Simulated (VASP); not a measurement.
# HfN (P6_3/mmc) in VASP: single point with PBEsol

Aim: the single point of HfN with PBEsol.

Everything below comes from runs of VASP 6.6.1. Logs are shortened: lines on timing, memory, paths and dates and some standing lists are left out, and cuts for length are marked.

### 1 The cell of the first run

Symmetry: P6_3/mmc, No. 194, hexagonal system. The conventional cell has a = 3.128 Å, b = 3.128 Å, c = 5.391 Å, α = 90.00°, β = 90.00°, γ = 120.00°. Within 3.0 Å of Hf (site symmetry -6m2) lie 6 N at 2.25 Å. N (site symmetry -3m) has 6 Hf at 2.25 Å and 2 N at 2.70 Å within 3.0 Å.

### 2 Single point, PBEsol

INCAR

```
SYSTEM = HfN
ALGO = Normal ; EDIFF = 1E-7
ENCUT = 520 ; GGA = PS
ISIF = 2 ; ISMEAR = 0
LASPH = .TRUE. ; LCHARG = .TRUE.
LELF = .TRUE. ; LREAL = .FALSE.
LVHAR = .TRUE. ; LWAVE = .FALSE.
NBANDS = 40 ; NELM = 60
PREC = Accurate ; SIGMA = 0.15
```

KPOINTS

```
k-points
0
G
  12 12 12
  0 0 0
```

POSCAR

```
HfN
1.0
   -3.1277072714      0.0000000000      0.0000000000
    0.0000000000      5.4173479053      0.0000000000
    1.5638536357     -2.7086739526     -5.3909358698
Hf N
4 4
Direct
    0.1250000000      0.7916666667      0.2500000000
    0.6250000000      0.2916666667      0.2500000000
    0.8750000000      0.2083333333      0.7500000000
    0.3750000000      0.7083333333      0.7500000000
    1.0000000000      0.0000000000      1.0000000000
    0.5000000000      0.5000000000      1.0000000000
    0.7500000000      0.7500000000      0.5000000000
    0.2500000000      0.2500000000      0.5000000000
```

Potentials or basis: VASP PAW PBE potentials, release 64 (Hf_pv, N).

The run is started by

```bash
$ cat potpaw_PBE.64/Hf_pv/POTCAR potpaw_PBE.64/N/POTCAR > POTCAR
$ mpirun -np 1 vasp_std > vasp.out
```

OUTCAR:

```text
SYSTEM = HfN
   EDIFF = 1E-7
   ENCUT = 520
   GGA = PS
   ISIF = 2
   ISMEAR = 0
   LASPH = .TRUE.
   LREAL = .FALSE.
   NELM = 60
   PREC = Accurate

 ion  position               nearest neighbor table
   1  0.125  0.792  0.250-   5 2.25   8 2.25   7 2.25   7 2.25   6 2.25   6 2.25   2 3.13   2 3.13
                             2 3.13   2 3.13   4 3.24   4 3.24   3 3.24   3 3.24   4 3.24   3 3.24
   2  0.625  0.292  0.250-   6 2.25   7 2.25   8 2.25   8 2.25   5 2.25   5 2.25   1 3.13   1 3.13
                             1 3.13   1 3.13   3 3.24   3 3.24   4 3.24   4 3.24   3 3.24   4 3.24
   3  0.875  0.208  0.750-   5 2.25   7 2.25   8 2.25   8 2.25   6 2.25   6 2.25   4 3.13   4 3.13
                             4 3.13   4 3.13   2 3.24   2 3.24   1 3.24   1 3.24   2 3.24   1 3.24
   4  0.375  0.708  0.750-   6 2.25   8 2.25   7 2.25   7 2.25   5 2.25   5 2.25   3 3.13   3 3.13
                             3 3.13   3 3.13   1 3.24   1 3.24   2 3.24   2 3.24   1 3.24   2 3.24
   5  0.000  0.000  0.000-   1 2.25   3 2.25   2 2.25   2 2.25   4 2.25   4 2.25
   6  0.500  0.500  0.000-   2 2.25   4 2.25   1 2.25   3 2.25   1 2.25   3 2.25
   7  0.750  0.750  0.500-   2 2.25   3 2.25   4 2.25   1 2.25   4 2.25   1 2.25
   8  0.250  0.250  0.500-   1 2.25   4 2.25   2 2.25   3 2.25   3 2.25   2 2.25

  LATTYP: Found a body centered orthorhombic cell.
 ALAT       =     3.1277072714
 B/A-ratio  =     1.7320508076
 C/A-ratio  =     3.4472125439

  Lattice vectors:

 A1 = (  -1.5638536357,   2.7086739526,   5.3909358698)
 A2 = (   1.5638536357,  -2.7086739527,   5.3909358698)
 A3 = (   1.5638536357,   2.7086739527,  -5.3909358698)

Analysis of symmetry for initial positions (statically):
=====================================================================
 Subroutine PRICEL returns following result:

  LATTYP: Found a hexagonal cell.
 ALAT       =     3.1277072714
 C/A-ratio  =     1.7236062719

  Lattice vectors:

 A1 = (   3.1277072714,   0.0000000000,   0.0000000000)
 A2 = (  -1.5638536357,  -2.7086739526,   0.0000000000)
 A3 = (   0.0000000000,   0.0000000000,  -5.3909358698)

   2 primitive cells build up your supercell.

 Routine SETGRP: Setting up the symmetry group for a
 body centered orthorhombic supercell.

 Subroutine GETGRP returns: Found  8 space group operations
 (whereof  4 operations were pure point group operations)
 out of a pool of  8 trial point group operations.

The static configuration has the point symmetry C_2h.
 The point group associated with its full space group is D_2h.

Analysis of symmetry for dynamics (positions and initial velocities):
=====================================================================
 Subroutine PRICEL returns following result:

[... 129 lines left out ...]
   NFREE  =      0    steps in history (QN), initial steepest desc. (CG)
   ISIF   =      2    stress and relaxation
   ISYM   =      2    0-nonsym 1-usesym 2-fastsym
   POTIM  = 0.5000    time-step for ionic-motion
   TEBEG  =    0.0;   TEEND  =   0.0 temperature during run
   PSTRESS=    0.0 pullay stress
   NELECT =      60.0000    total number of electrons
   NUPDOWN=      -1.0000    fix difference up-down
   EMIN   =  10.00;   EMAX   =-10.00  energy-range for DOS
   EFERMI =   0.00;   METHOD = LEGACY
   ISMEAR =     0;   SIGMA  =   0.15  broadening in eV -4-tet -1-fermi 0-gaus
   EFERMI_NEDOS =   21; number of points for ismear=-14 and -15
   IALGO  =     38    algorithm
   IMIX   =      4    mixing-type and parameters
     AMIX     =   0.40;   BMIX     =  1.00
     AMIX_MAG =   1.60;   BMIX_MAG =  1.00
  volume/ion in A,a.u.               =      11.42        77.05
  Fermi-wavevector in a.u.,A,eV,Ry     =   1.423092  2.689254 27.554387  2.025190
  Thomas-Fermi vector in A             =   2.543726
   LORBIT       =      0    0 simple, 1 ext, 2 COOP (PROOUT), +10 PAW based schemes
   GGA     = PS    functional components
   LHFCALC =     F    Hartree Fock is set to
   AEXX    =    0.0000 exact exchange contribution
   IVDW    =     0    specifies the selected vdW correction
   LEPSILON=     F    determine dielectric tensor
   LRPA    =     F    only Hartree local field effects (RPA)
 non-spin polarized calculation
 Gauss-broadening in eV      SIGMA  =   0.15
  energy-cutoff  :      520.00
  volume of cell :       91.34
 maximum number of plane-waves:      2487
   NGX = 11   NGY = 21   NGZ = 23

 number of electron      59.9999990 magnetization

 Free energy of the ion-electron system (eV)
  ---------------------------------------------------
  ext. energy  EPLUGINS =         0.00000000
  ---------------------------------------------------
  free energy    TOTEN  =       -91.74299418 eV

  energy without entropy =      -91.72141065  energy(sigma->0) =      -91.73220241

 E-fermi :   7.8166     XC(G=0): -12.9492

 val. band max:        7.8061758991   @ k =   0.0833   0.5000   0.1667
 cond. band min:       7.8201918306   @ k =  -0.4167   0.1667   0.0833
 fundamental gap:      0.0140159315
 Fermi energy:         7.8166190765

 k-point     1 :       0.0000    0.0000    0.0000
  band No.  band energies     occupation
      1     -23.8035      2.00000
      2     -23.7018      2.00000
      3     -23.7018      2.00000
      4     -23.0757      2.00000
      5     -23.0757      2.00000
      6     -22.9533      2.00000
[... 1021 lines left out ...]
     39      12.6651      0.00000
     40      12.9957      0.00000

 [... further k-points ...]
[... 5 lines left out ...]
  --------------------------------------------------------------------------------------
  -------------------------------------------------------------------------------------
  Total       -1.2635888     -1.2468042     -1.0433121      0.0000000      0.0000000      0.0000000
  in kB      -22.1635514    -21.8691477    -18.2998628      0.0000000      0.0000000      0.0000000
  external PRESSURE =     -20.7775206 kB  Pullay stress =       0.0000000 kB

 VOLUME and BASIS-vectors are now :
 -----------------------------------------------------------------------------
  energy-cutoff  :      520.00
  volume of cell :       91.34
      direct lattice vectors                 reciprocal lattice vectors
    -3.127707271  0.000000000  0.000000000    -0.319723015  0.000000000 -0.092748275
     0.000000000  5.417347905  0.000000000     0.000000000  0.184592169 -0.092748275
     1.563853636 -2.708673953 -5.390935870     0.000000000  0.000000000 -0.185496549

 POSITION                                       TOTAL-FORCE (eV/Angst)
 -----------------------------------------------------------------------------------
      0.00000      3.61157     -1.34773         0.000000      0.000963      0.000000
     -1.56385      0.90289     -1.34773         0.000000      0.000963     -0.000000
     -1.56385     -0.90289     -4.04320         0.000000     -0.000963      0.000000
      0.00000      1.80578     -4.04320        -0.000000     -0.000963     -0.000000
      0.00000      0.00000      0.00000         0.000000      0.000000     -0.000000
     -1.56385      2.70867      0.00000         0.000000     -0.000000     -0.000000
     -1.56385      2.70867     -2.69547         0.000000      0.000000     -0.000000
      0.00000      0.00000     -2.69547         0.000000     -0.000000     -0.000000
 -----------------------------------------------------------------------------------
    total drift:                               -0.000000      0.000000      0.000000

  FREE ENERGIE OF THE ION-ELECTRON SYSTEM (eV)
  ---------------------------------------------------
  free  energy   TOTEN  =       -91.7429941752 eV

  energy  without entropy=      -91.7214106485  energy(sigma->0) =      -91.73220241
```

OSZICAR:

```text
N       E                     dE             d eps       ncg     rms          rms(c)
DAV:   1     0.288212564310E+03    0.28821E+03   -0.33318E+04 22400   0.151E+03
DAV:   2    -0.836849981745E+02   -0.37190E+03   -0.35734E+03 27184   0.378E+02
DAV:   3    -0.102675571714E+03   -0.18991E+02   -0.18780E+02 28264   0.696E+01
DAV:   4    -0.102920874563E+03   -0.24530E+00   -0.24441E+00 28240   0.826E+00
DAV:   5    -0.102924178029E+03   -0.33035E-02   -0.33014E-02 28072   0.796E-01    0.109E+02
DAV:   6    -0.920535528210E+02    0.10871E+02   -0.56190E+01 26320   0.293E+01    0.823E+01
DAV:   7    -0.918067111502E+02    0.24684E+00   -0.44675E+00 26720   0.998E+00    0.301E+01
DAV:   8    -0.917591807326E+02    0.47530E-01   -0.21441E-01 29120   0.231E+00    0.440E+00
DAV:   9    -0.917459284719E+02    0.13252E-01   -0.10433E-01 26720   0.138E+00    0.393E+00
DAV:  10    -0.917430453704E+02    0.28831E-02   -0.18455E-02 26832   0.624E-01    0.543E-01
DAV:  11    -0.917430173234E+02    0.28047E-04   -0.13744E-03 27000   0.187E-01    0.293E-01
DAV:  12    -0.917429938342E+02    0.23489E-04   -0.76064E-05 27576   0.413E-02    0.175E-01
DAV:  13    -0.917429941026E+02   -0.26841E-06   -0.17102E-05 28416   0.177E-02    0.665E-03
DAV:  14    -0.917429942532E+02   -0.15058E-06   -0.40027E-07 27120   0.329E-03    0.106E-02
DAV:  15    -0.917429941752E+02    0.77949E-07   -0.33418E-08 17920   0.871E-04
   1 F= -.91742994E+02 E0= -.91732202E+02  d E =-.215835E-01
```

stdout:

```text
POSCAR found type information on POSCAR HfN
 POSCAR found :  2 types and       8 ions
 scaLAPACK will be used
 -----------------------------------------------------------------------------
|                                                                             |
|                                                                             |
|     You enforced a specific xc type in the INCAR file but a different       |
|     I HOPE YOU KNOW WHAT YOU ARE DOING!                                     |
|                                                                             |
 -----------------------------------------------------------------------------

 LDA part: xc-table for (Slater+PW92), standard interpolation
 POSCAR, INCAR and KPOINTS ok, starting setup
 FFT: planning ... GRIDC
 FFT: planning ... GRID_SOFT
 FFT: planning ... GRID
 WAVECAR not read
 entering main loop
```

Run time: 9.2 min. Hardware: 1 thread of AMD EPYC 9R45 (Zen 5), shared host; peak memory 0.75 GiB.

Results:

```
Free energy            : -91.7430 eV
Pressure               : -2.1 GPa
Band gap on the k mesh : zero (bands 30 and 31 overlap by 2.34 eV)
```

Stress tensor (GPa, compression positive):
```
-2.22  0.00  0.00
 0.00 -2.19  0.00
 0.00  0.00 -1.83
```

Levels at points of the mesh, in eV from the Fermi level:
| k point | band 27 | band 28 | band 29 | band 30 | band 31 | band 32 | band 33 | band 34 |
| --- | --- | --- | --- | --- | --- | --- | --- | --- |
| (0.00, 0.00, 0.00) | -3.59 | -1.66 | -0.59 | -0.25 | -0.25 | 0.73 | 0.73 | 1.12 |
| (0.50, 0.00, 0.00) | -3.70 | -3.70 | -1.13 | -1.13 | 1.13 | 1.13 | 3.03 | 3.03 |
| (0.00, 0.50, 0.00) | -3.68 | -3.68 | -1.24 | -1.24 | 1.00 | 1.00 | 2.51 | 2.51 |
| (0.50, 0.50, 0.00) | -3.24 | -2.82 | -2.37 | -0.25 | -0.25 | 2.53 | 2.79 | 4.49 |
| (0.00, 0.00, 0.50) | -3.24 | -2.82 | -2.37 | 1.92 | 1.92 | 2.53 | 2.79 | 2.97 |

Caveat: the PAW data sets were made with another functional, which shifts forces and pressure a little; spin-orbit coupling is left out, which moves the levels of the heavy elements.
